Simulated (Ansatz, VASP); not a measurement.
Bi: VASP beside Ansatz

Contents of INCAR:

```
SYSTEM = Bi
PREC     = Accurate       ! precision mode
ENCUT    = 520            ! plane-wave cutoff, eV
EDIFF    = 1E-8           ! SCF threshold, eV
ISMEAR   = -1             ! smearing method
SIGMA    = 0.03           ! smearing width, eV
LREAL    = .False.        ! projectors in reciprocal space
LASPH    = .True.         ! aspherical terms in the spheres
NELM     = 60             ! most SCF steps
ALGO     = Normal         ! electronic algorithm
ISIF     = 2              ! what is computed and relaxed
LWAVE    = .False.        ! write WAVECAR
LCHARG   = .False.        ! write CHGCAR
GGA      = PE             ! functional
LEFG     = .True.       
NBANDS   = 22             ! bands
```

Contents of KPOINTS:

```
regular mesh
0
Gamma
  11 11 11
  0 0 0
```

POSCAR

```
Bi
1.0
    2.2880530951      1.3210080704      3.9801861936
   -2.2880530951      1.3210080704      3.9801861936
    0.0000000000     -2.6420161407      3.9801861936
Bi
2
Direct
    0.2338900000      0.2338900000      0.2338900000
    0.7661100000      0.7661100000      0.7661100000
```

Input for Ansatz:

```yaml
crystal:
  lattice:
    - [2.2880530951, 1.3210080704, 3.9801861936]
    - [-2.2880530951, 1.3210080704, 3.9801861936]
    - [0.0, -2.6420161407, 3.9801861936]
  atoms:
    - { symbol: Bi, position: [0.23389, 0.23389, 0.23389] }
    - { symbol: Bi, position: [0.76611, 0.76611, 0.76611] }
kpoints:
  mp_grid: { grid: [11, 11, 11] }
scf:
  occupations: { method: fermi_dirac, width: 0.03 }
hamiltonian:
  xc: pbe
  pseudopotentials: { kind: paw }
output:
  forces: true
  stress: true
  eigenvalues: true
  efg: { contact_densities: true }
```

Change from the starting cell: volume scaled by 1.02, PAW files.

Alike in both runs: task electric field gradients; functional PBE; k mesh 11 × 11 × 11; occupations fermi-dirac, width 0.03 eV; no spin polarisation.

|  | VASP | Ansatz |
| --- | --- | --- |
| version | VASP 6.6.1 | Ansatz 0.2.0 |
| potentials or method | VASP PAW PBE potentials, release 64 (Bi_d) | PAW with Ansatz's default frozen-core files, scalar-relativistic |
| plane-wave cutoff (eV) | 520 | 420 |
| valence electrons in the cell | 30 | 30 |

Ansatz gave:

* pressure (GPa): 0.8
* traceless stress, the component that is largest in VASP (GPa): 0.18
* rms of the force components (eV/Å): 0.058
* size of Vzz on the site where it differs most (V/Å²): 36.2

Q: Which values does VASP return?

A: Pressure (GPa): 0.8; traceless stress, the component that is largest in VASP (GPa): 0.18; rms of the force components (eV/Å): 0.062; size of Vzz on the site where it differs most (V/Å²): 34.2.

Atom by atom the forces differ by 0.004 eV/Å (rms over components).

Neither program's run includes spin-orbit coupling.
